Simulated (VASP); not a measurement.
# In (Im-3m) in VASP: density of states with PBE

Aim: the density of states of In with PBE.

All numbers are computed with VASP 6.6.1; they aren't measurements. Logs are shortened: lines on timing, memory, paths and dates and some standing lists are left out, and cuts for length are marked.

**1. The cell of the first run**

It takes space group Im-3m (No. 229, cubic). The conventional cell has a = 3.823 Å, b = 3.823 Å, c = 3.823 Å, α = 90.00°, β = 90.00°, γ = 90.00°. In (site symmetry m-3m) has 14 In at 3.31 to 3.82 Å within 4.4 Å.

**2. Density of states, PBE**

POSCAR reads:

```
In
1.0
   -1.9114157473      1.9114157473      1.9114157473
    1.9114157473     -1.9114157473      1.9114157473
    1.9114157473      1.9114157473     -1.9114157473
In
1
Direct
    0.0000000000      0.0000000000      0.0000000000
```

INCAR.step1 reads:

```
SYSTEM = In
ALGO = Normal ; EDIFF = 1E-7
ENCUT = 520 ; GGA = PE
ISIF = 2 ; ISMEAR = 0
LASPH = .TRUE. ; LCHARG = .TRUE.
LREAL = .FALSE. ; LWAVE = .FALSE.
NBANDS = 12 ; NELM = 60
PREC = Accurate ; SIGMA = 0.05
```

KPOINTS.step1 reads:

```
k-points
0
G
  16 16 16
  0 0 0
```

INCAR.step2 reads:

```
SYSTEM = In
ALGO = Normal ; EDIFF = 1E-7
ENCUT = 520 ; GGA = PE
ICHARG = 11 ; ISIF = 2
ISMEAR = -5 ; LASPH = .TRUE.
LCHARG = .FALSE. ; LORBIT = 11
LREAL = .FALSE. ; LWAVE = .FALSE.
NEDOS = 1001 ; NELM = 60
PREC = Accurate ; SIGMA = 0.05
```

KPOINTS.step2 reads:

```
k-points
0
G
  24 24 24
  0 0 0
```

Potentials or basis: VASP PAW PBE potentials, release 64 (In_d).

Command:

```bash
cat potpaw_PBE.64/In_d/POTCAR > POTCAR
cp INCAR.step1 INCAR
cp KPOINTS.step1 KPOINTS
mpirun -np 1 vasp_std > vasp.out
cp INCAR.step2 INCAR
cp KPOINTS.step2 KPOINTS
mpirun -np 1 vasp_std > vasp.out
```

OUTCAR:

```text
SYSTEM = In
   EDIFF = 1E-7
   ENCUT = 520
   GGA = PE
   ICHARG = 11
   ISIF = 2
   ISMEAR = -5
   LASPH = .TRUE.
   LORBIT = 11
   LREAL = .FALSE.
   NELM = 60
   PREC = Accurate

 ion  position               nearest neighbor table
   1  0.000  0.000  0.000-

  LATTYP: Found a body centered cubic cell.
 ALAT       =     3.8228314946

  Lattice vectors:

 A1 = (  -1.9114157473,   1.9114157473,   1.9114157473)
 A2 = (   1.9114157473,  -1.9114157473,   1.9114157473)
 A3 = (   1.9114157473,   1.9114157473,  -1.9114157473)

Analysis of symmetry for initial positions (statically):
=====================================================================
 Subroutine PRICEL returns:
 Original cell was already a primitive cell.

 Routine SETGRP: Setting up the symmetry group for a
 body centered cubic supercell.

 Subroutine GETGRP returns: Found 48 space group operations
 (whereof 48 operations were pure point group operations)
 out of a pool of 48 trial point group operations.

The static configuration has the point symmetry O_h .

Analysis of symmetry for dynamics (positions and initial velocities):
=====================================================================
 Subroutine PRICEL returns:
 Original cell was already a primitive cell.

 Routine SETGRP: Setting up the symmetry group for a
 body centered cubic supercell.

 Subroutine GETGRP returns: Found 48 space group operations
 (whereof 48 operations were pure point group operations)
 out of a pool of 48 trial point group operations.

The dynamic configuration has the point symmetry O_h .

 Subroutine INISYM returns: Found 48 space group operations
 (whereof 48 operations are pure point group operations),
 and found     1 'primitive' translations

----------------------------------------------------------------------------------------

                                     Primitive cell

  volume of cell :      27.9335

  direct lattice vectors                    reciprocal lattice vectors
    -1.911415747  1.911415747  1.911415747     0.000000000  0.261586209  0.261586209
     1.911415747 -1.911415747  1.911415747     0.261586209  0.000000000  0.261586209
     1.911415747  1.911415747 -1.911415747     0.261586209  0.261586209  0.000000000

  length of vectors
     3.310669189  3.310669189  3.310669189     0.369938765  0.369938765  0.369938765

  position of ions in fractional coordinates (direct lattice)
     0.000000000  0.000000000  0.000000000

  ion indices of the primitive-cell ions
   primitive index   ion index
                 1           1

----------------------------------------------------------------------------------------

 KPOINTS: k-points

Automatic generation of k-mesh.
 Grid dimensions read from file:
 generate k-points for:   24   24   24

 Generating k-lattice:

  Cartesian coordinates                     Fractional coordinates (reciprocal lattice)
     0.000000000  0.010899425  0.010899425     0.041666667  0.000000000  0.000000000
     0.010899425  0.000000000  0.010899425     0.000000000  0.041666667  0.000000000
     0.010899425  0.010899425  0.000000000     0.000000000  0.000000000  0.041666667

  Length of vectors
     0.015414115  0.015414115  0.015414115

  Shift w.r.t. Gamma in fractional coordinates (k-lattice)
     0.000000000  0.000000000  0.000000000

 TETIRR: Found  16469 inequivalent tetrahedra from    82944

 Subroutine IBZKPT returns following result:
 ===========================================

 Found    413 irreducible k-points:

 Following reciprocal coordinates:
            Coordinates               Weight
  0.000000  0.000000  0.000000      1.000000
  0.041667  0.000000  0.000000     12.000000
  0.083333  0.000000  0.000000     12.000000
  0.125000  0.000000  0.000000     12.000000
  0.166667  0.000000  0.000000     12.000000
  0.208333  0.000000  0.000000     12.000000
[... 16 lines left out ...]
  0.416667  0.041667  0.000000     48.000000
  0.458333  0.041667  0.000000     48.000000
 [... further k-points ...]
   k-points           NKPTS =    413   k-points in BZ     NKDIM =    413   number of bands    NBANDS=     10
   number of dos      NEDOS =   1001   number of ions     NIONS =      1
   total plane-waves  NPLWV =  21952
   dimension x,y,z NGX =    28 NGY =   28 NGZ =   28
   dimension x,y,z NGXF=    56 NGYF=   56 NGZF=   56
   ions per type =               1
   NGX,Y,Z   is equivalent  to a cutoff of  14.06, 14.06, 14.06 a.u.
   NGXF,Y,Z  is equivalent  to a cutoff of  28.12, 28.12, 28.12 a.u.
 SYSTEM =  In
   PREC   = accura    normal or accurate (medium, high low for compatibility)
   ISTART =      0    job   : 0-new  1-cont  2-samecut
   ICHARG =     11    charge: 1-file 2-atom 10-const
   ISPIN  =      1    spin polarized calculation?
   LNONCOLLINEAR =      F non collinear calculations
   LSORBIT =      F    spin-orbit coupling
   LASPH  =      T    aspherical Exc in radial PAW
   ENCUT  =  520.0 eV  38.22 Ry    6.18 a.u.   6.16  6.16  6.16*2*pi/ulx,y,z
   NELM   =     60;   NELMIN=  2; NELMDL=  0     # of ELM steps
   EDIFF  = 0.1E-06   stopping-criterion for ELM
   LREAL  =      F    real-space projection
   EDIFFG = 0.1E-05   stopping-criterion for IOM
   NSW    =      0    number of steps for IOM
   IBRION =     -1    ionic relax: 0-MD 1-quasi-New 2-CG
   NFREE  =      0    steps in history (QN), initial steepest desc. (CG)
   ISIF   =      2    stress and relaxation
   ISYM   =      2    0-nonsym 1-usesym 2-fastsym
   POTIM  = 0.5000    time-step for ionic-motion
   TEBEG  =    0.0;   TEEND  =   0.0 temperature during run
   PSTRESS=    0.0 pullay stress
   NELECT =      13.0000    total number of electrons
   NUPDOWN=      -1.0000    fix difference up-down
   EMIN   =  10.00;   EMAX   =-10.00  energy-range for DOS
   EFERMI =   0.00;   METHOD = LEGACY
   ISMEAR =    -5;   SIGMA  =   0.05  broadening in eV -4-tet -1-fermi 0-gaus
   EFERMI_NEDOS =   21; number of points for ismear=-14 and -15
   IALGO  =     38    algorithm
   IMIX   =      4    mixing-type and parameters
     AMIX     =   0.40;   BMIX     =  1.00
     AMIX_MAG =   1.60;   BMIX_MAG =  1.00
  volume/ion in A,a.u.               =      27.93       188.50
  Fermi-wavevector in a.u.,A,eV,Ry     =   1.268666  2.397432 21.898775  1.609515
  Thomas-Fermi vector in A             =   2.401749
   LORBIT       =     11    0 simple, 1 ext, 2 COOP (PROOUT), +10 PAW based schemes
   GGA     = PE    functional components
   LHFCALC =     F    Hartree Fock is set to
   AEXX    =    0.0000 exact exchange contribution
   IVDW    =     0    specifies the selected vdW correction
   LEPSILON=     F    determine dielectric tensor
   LRPA    =     F    only Hartree local field effects (RPA)
 non-spin polarized calculation
 Fermi weights with tetrahedron method with Bloechl corrections
  energy-cutoff  :      520.00
  volume of cell :       27.93
 maximum number of plane-waves:       767
 NGX is ok and might be reduce to    28

 number of electron      13.0000005 magnetization

 Free energy of the ion-electron system (eV)
  ---------------------------------------------------
  ext. energy  EPLUGINS =         0.00000000
  ---------------------------------------------------
  free energy    TOTEN  =        -2.54935627 eV

  energy without entropy =       -2.54935627  energy(sigma->0) =       -2.54935627

 E-fermi :   6.8231     XC(G=0):  -9.9465

 val. band max:        6.9893359355   @ k =   0.2500   0.2500   0.2500
 cond. band min:       6.7090298236   @ k =   0.2917   0.2917   0.0417
 fundamental gap:     -0.2803061119
 Fermi energy:         6.8230671852

 k-point     1 :       0.0000    0.0000    0.0000
  band No.  band energies     occupation
      1      -7.8077      2.00000
      2      -7.8077      2.00000
      3      -7.8077      2.00000
      4      -7.5733      2.00000
      5      -7.5733      2.00000
      6      -2.2961      2.00000
      7      17.2177      0.00000
      8      17.2177      0.00000
      9      17.2177      0.00000
     10      19.6079      0.00000

 k-point     2 :       0.0417    0.0000    0.0000
  band No.  band energies     occupation
      1      -7.8093      2.00000
      2      -7.8061      2.00000
      3      -7.8015      2.00000
      4      -7.5750      2.00000
      5      -7.5733      2.00000
      6      -2.2579      2.00000
      7      16.8148      0.00000
      8      17.0234      0.00000
      9      17.1377      0.00000
     10      19.2485      0.00000

 k-point     3 :       0.0833    0.0000    0.0000
  band No.  band energies     occupation
      1      -7.8139      2.00000
      2      -7.8016      2.00000
      3      -7.7833      2.00000
      4      -7.5799      2.00000
      5      -7.5735      2.00000
      6      -2.1433      2.00000
      7      15.7791      0.00000
      8      16.5436      0.00000
      9      16.8980      0.00000
     10      18.6520      0.00000

 k-point     4 :       0.1250    0.0000    0.0000
  band No.  band energies     occupation
      1      -7.8213      2.00000
      2      -7.7953      2.00000
      3      -7.7541      2.00000
      4      -7.5871      2.00000
      5      -7.5739      2.00000
      6      -1.9514      2.00000
      7      14.4618      0.00000
      8      15.9388      0.00000
      9      16.5270      0.00000
     10      18.2191      0.00000
[... 222 lines left out ...]
 k-point    22 :       0.3750    0.0417    0.0000
  band No.  band energies     occupation
      1      -7.8877      2.00000
      2      -7.8155      2.00000
      3      -7.5943      2.00000
      4      -7.5770      2.00000
      5      -7.4706      2.00000
      6       1.2390      2.00000
      7       6.0529      2.07306
      8      12.4938      0.00000
      9      13.8955      0.00000
     10      16.7365      0.00000

 k-point    23 :       0.4167    0.0417    0.0000
  band No.  band energies     occupation
      1      -7.8936      2.00000
      2      -7.8235      2.00000
      3      -7.5895      2.00000
      4      -7.5773      2.00000
      5      -7.4453      2.00000
      6       1.9965      2.00000
      7       4.9988      2.00000
      8      12.3021      0.00000
      9      13.7466      0.00000
     10      16.6493      0.00000

 k-point    24 :       0.4583    0.0417    0.0000
  band No.  band energies     occupation
      1      -7.8966      2.00000
      2      -7.8279      2.00000
      3      -7.5867      2.00000
      4      -7.5776      2.00000
      5      -7.4322      2.00000
      6       2.7337      2.00000
      7       4.1130      2.00000
      8      12.2053      0.00000
      9      13.6717      0.00000
     10      16.6059      0.00000

 [... further k-points ...]

------------------------ aborting loop because EDIFF is reached ----------------------------------------

  FORCE on cell =-STRESS in cart. coord.  units (eV):
  Direction    XX          YY          ZZ          XY          YZ          ZX
  --------------------------------------------------------------------------------------
  -------------------------------------------------------------------------------------
  Total       -0.0567286     -0.0567286     -0.0567286     -0.0000000     -0.0000000      0.0000000
  in kB       -3.2537729     -3.2537729     -3.2537729     -0.0000000     -0.0000000      0.0000000
  external PRESSURE =      -3.2537729 kB  Pullay stress =       0.0000000 kB

 VOLUME and BASIS-vectors are now :
 -----------------------------------------------------------------------------
  energy-cutoff  :      520.00
  volume of cell :       27.93
      direct lattice vectors                 reciprocal lattice vectors
    -1.911415747  1.911415747  1.911415747     0.000000000  0.261586209  0.261586209
     1.911415747 -1.911415747  1.911415747     0.261586209  0.000000000  0.261586209
     1.911415747  1.911415747 -1.911415747     0.261586209  0.261586209  0.000000000

 POSITION                                       TOTAL-FORCE (eV/Angst)
 -----------------------------------------------------------------------------------
      0.00000      0.00000      0.00000         0.000000     -0.000000      0.000000
 -----------------------------------------------------------------------------------
    total drift:                               -0.000000     -0.000000     -0.000000

  FREE ENERGIE OF THE ION-ELECTRON SYSTEM (eV)
  ---------------------------------------------------
  free  energy   TOTEN  =        -2.5493562708 eV

  energy  without entropy=       -2.5493562708  energy(sigma->0) =       -2.54935627

 total charge

# of ion       s       p       d       tot
------------------------------------------
    1        1.016   0.452   9.845  11.313
```

Wall time 1.9 min (1 thread of Intel Xeon Platinum 8259CL at 2.50GHz (Skylake/Cascade Lake), shared host); peak memory 0.25 GiB.

What came out:

| Item | Value |
| --- | --- |
| Valence electrons inside the program's atomic spheres | In 11.31 |

Caveat: spin-orbit coupling is left out, which moves the levels of the heavy elements; tetrahedron occupations give inexact forces and stress in metals.
